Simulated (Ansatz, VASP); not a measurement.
Two plane-wave programs on SnSe

```
Sn Se
1.0
     0.00000    3.01043    3.01043
     3.01043    0.00000    3.01043
     3.01043    3.01043    0.00000
Sn Se
1 1
Direct
  0.00000 0.00000 0.00000
  0.50000 0.50000 0.50000
```

Alike in both runs: task electric field gradients; functional PBEsol; k mesh 11 × 11 × 11; occupations fermi-dirac, width 0.05 eV; non-collinear spin, spin-orbit coupling.

```csv
,VASP,Ansatz
version,VASP 6.6.1,Ansatz 0.2.0
potentials or method,"VASP PAW PBE potentials, release 64 (Sn_d, Se)","PAW with Ansatz's default frozen-core files, fully relativistic files with spin-orbit coupling"
plane-wave cutoff (eV),520,420
valence electrons in the cell,20,30
```

Ansatz gave:

| Item | Value |
| --- | --- |
| pressure (GPa) | -1.9 |
| net moment per atom (μB) | 0.00 |

Estimate VASP's values.

pressure (GPa): -1.8; net moment per atom (μB): 0.00.

VASP's potentials were made for PBE, not for PBEsol. VASP's potentials hold 20 valence electrons a cell and Ansatz's 30, so a difference there can come from the potentials and not from the codes.
